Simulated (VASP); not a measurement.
Wanted: the native input for a VASP 6.6.1 run.

```yaml
Task: single point
Functional: PBEsol-based global hybrid with 25 % exact exchange
Potentials_or_basis: VASP PAW PBE potentials, release 64 (Bi_d)
Cutoff: 520 eV
k_mesh: 5 × 5 × 5
Occupations: fermi-dirac, width 0.05 eV
Spin: no spin polarisation
Dipole_correction: no
Grid_for_exact_exchange_PRECFOCK: Normal
Share_of_exact_exchange: 0.25
Further_INCAR_settings: ALGO = Normal; EDIFF = 1e-07; NBANDS = 14
```

Crystal: Bi.

```
Bi
1.0
    -1.93602    1.93602    1.93602
     1.93602   -1.93602    1.93602
     1.93602    1.93602   -1.93602
Bi
1
Direct
  0.00000 0.00000 0.00000
```

This isn't the form of Bi at room conditions, which is rhombohedral.

One way to write it, as run:

POSCAR

```
Bi
1.0
   -1.9360231037      1.9360231037      1.9360231037
    1.9360231037     -1.9360231037      1.9360231037
    1.9360231037      1.9360231037     -1.9360231037
Bi
1
Direct
    0.0000000000      0.0000000000      0.0000000000
```

INCAR.step1

```
SYSTEM = Bi
PREC = Accurate ; ENCUT = 520
EDIFF = 1E-5 ; ISMEAR = -1
SIGMA = 0.05 ; LREAL = .FALSE.
LASPH = .TRUE. ; NELM = 60
ALGO = Normal ; ISIF = 2
LWAVE = .TRUE. ; LCHARG = .FALSE.
GGA = PE ; NBANDS = 14
```

INCAR.step2

```
SYSTEM = Bi
PREC = Accurate ; ENCUT = 520
EDIFF = 1E-7 ; ISMEAR = -1
SIGMA = 0.05 ; LREAL = .FALSE.
LASPH = .TRUE. ; NELM = 60
ALGO = Normal ; ISIF = 2
LWAVE = .FALSE. ; LCHARG = .FALSE.
GGA = PS ; LHFCALC = .TRUE.
AEXX = 0.25 ; PRECFOCK = Normal
ISTART = 1 ; NBANDS = 14
```

KPOINTS

```
Automatic mesh
0
G
  5 5 5
  0 0 0
```

Potentials or basis: VASP PAW PBE potentials, release 64 (Bi_d).

Launch:

```console
$ cat potpaw_PBE.64/Bi_d/POTCAR > POTCAR
$ cp INCAR.step1 INCAR
$ mpirun -np 1 vasp_std > vasp.out
$ cp INCAR.step2 INCAR
$ mpirun -np 1 vasp_std > vasp.out
```

It gave:

| Item | Value |
| --- | --- |
| Pressure | -0.1 GPa |
| Band gap on the k mesh | zero (an odd number of electrons rules out a gap without spin polarisation) |

Caveat: the k points lie up to 0.46 Å⁻¹ apart, too coarse for converged energies and pressures of a metal; the PAW data sets were made with another functional, which shifts forces and pressure a little; spin-orbit coupling is left out, which moves the levels of the heavy elements.

Wall time 8.4 min on 1 thread of AMD EPYC 7R13 Processor (Zen 3), with other jobs on the host, peak memory 0.14 GiB.
